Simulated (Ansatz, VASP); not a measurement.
**One calculation of SiO2, two programs**

File POSCAR:

```
SiO2
1.0
    4.9790000000      0.0000000000      0.0000000000
    0.0000000000      4.9790000000      0.0000000000
    0.0000000000      0.0000000000      6.9500000000
Si O
4 8
Direct
    0.3044023937      0.3044023937      0.0000000000
    0.1955976063      0.8044023937      0.2500000000
    0.6955976063      0.6955976063      0.5000000000
    0.8044023937      0.1955976063      0.7500000000
    0.2371047374      0.1148382698      0.1842518061
    0.3851617302      0.7371047374      0.4342518061
    0.7628952626      0.8851617302      0.6842518061
    0.6148382698      0.2628952626      0.9342518061
    0.7371047374      0.3851617302      0.5657481939
    0.8851617302      0.7628952626      0.3157481939
    0.2628952626      0.6148382698      0.0657481939
    0.1148382698      0.2371047374      0.8157481939
```

File INCAR.step1:

```
SYSTEM = SiO2
PREC     = Accurate       ! precision mode
ENCUT    = 520            ! plane-wave cutoff, eV
ISMEAR   = -1             ! smearing method
SIGMA    = 0.02           ! smearing width, eV
LREAL    = .False.        ! projectors in reciprocal space
LASPH    = .True.         ! aspherical terms in the spheres
NELM     = 100            ! most SCF steps
NBANDS   = 44             ! bands
GGA      = PE             ! functional
ALGO     = Normal         ! electronic algorithm
EDIFF    = 1E-4           ! SCF threshold, eV
LWAVE    = .True.         ! write WAVECAR
LCHARG   = .False.        ! write CHGCAR
```

Contents of INCAR.step2:

```
SYSTEM = SiO2
PREC     = Accurate       ! precision mode
ENCUT    = 520            ! plane-wave cutoff, eV
EDIFF    = 1E-8           ! SCF threshold, eV
ISMEAR   = -1             ! smearing method
SIGMA    = 0.02           ! smearing width, eV
LREAL    = .False.        ! projectors in reciprocal space
LASPH    = .True.         ! aspherical terms in the spheres
NELM     = 100            ! most SCF steps
ALGO     = Normal         ! electronic algorithm
ISIF     = 2              ! what is computed and relaxed
LWAVE    = .False.        ! write WAVECAR
LCHARG   = .False.        ! write CHGCAR
METAGGA  = R2SCAN         ! meta-GGA
LMIXTAU  = .True.       
LEFG     = .True.       
NBANDS   = 44             ! bands
ISTART   = 1
```

KPOINTS

```
regular mesh
0
Gamma
  5 5 4
  0 0 0
```

Input for Ansatz:

```yaml
crystal:
  lattice:
    - [4.979, 0.0, 0.0]
    - [0.0, 4.979, 0.0]
    - [0.0, 0.0, 6.95]
  atoms:
    - { symbol: Si, position: [0.3044023937, 0.3044023937, 0.0] }
    - { symbol: Si, position: [0.1955976063, 0.8044023937, 0.25] }
    - { symbol: Si, position: [0.6955976063, 0.6955976063, 0.5] }
    - { symbol: Si, position: [0.8044023937, 0.1955976063, 0.75] }
    - { symbol: O, position: [0.2371047374, 0.1148382698, 0.1842518061] }
    - { symbol: O, position: [0.3851617302, 0.7371047374, 0.4342518061] }
    - { symbol: O, position: [0.7628952626, 0.8851617302, 0.6842518061] }
    - { symbol: O, position: [0.6148382698, 0.2628952626, 0.9342518061] }
    - { symbol: O, position: [0.7371047374, 0.3851617302, 0.5657481939] }
    - { symbol: O, position: [0.8851617302, 0.7628952626, 0.3157481939] }
    - { symbol: O, position: [0.2628952626, 0.6148382698, 0.0657481939] }
    - { symbol: O, position: [0.1148382698, 0.2371047374, 0.8157481939] }
kpoints:
  mp_grid: { grid: [5, 5, 4] }
scf:
  occupations: { method: fermi_dirac, width: 0.02 }
hamiltonian:
  xc: r2scan
  pseudopotentials: { kind: paw, frozen_core: stored }
output:
  forces: true
  stress: true
  populations: true
  efg: { quadrupole_moments_barn: { O: -0.02558 } }
```

Alike in both runs: task electric field gradients; functional r2SCAN; k mesh 5 × 5 × 4; occupations fermi-dirac, width 0.02 eV; no spin polarisation.

|  | VASP | Ansatz |
| --- | --- | --- |
| version | VASP 6.6.1 | Ansatz 0.2.0 |
| potentials or method | VASP PAW PBE potentials, release 64 (Si, O) | plane-wave PAW, scalar-relativistic |
| plane-wave cutoff (eV) | 520 | 500 |
| valence electrons in the cell | 64 | 64 |

|  | VASP | Ansatz | Ansatz less VASP |
| --- | --- | --- | --- |
| gap on the k mesh at the Fermi level (eV) | 6.25 | 6.25 | 0.000 |
| pressure (GPa) | -3.4 | -3.8 | -0.43 |
| traceless stress, the component that is largest in VASP (GPa) | -0.53 | -0.51 | +0.025 |
| rms of the force components (eV/Å) | 0.138 | 0.145 | +0.0065 |
| size of Vzz on the site where it differs most (V/Å²) | 89.0 | 97.0 | +8.03 |

VASP's potentials were made for PBE, not for r2SCAN. Atom by atom the forces differ by 0.012 eV/Å (rms over components).
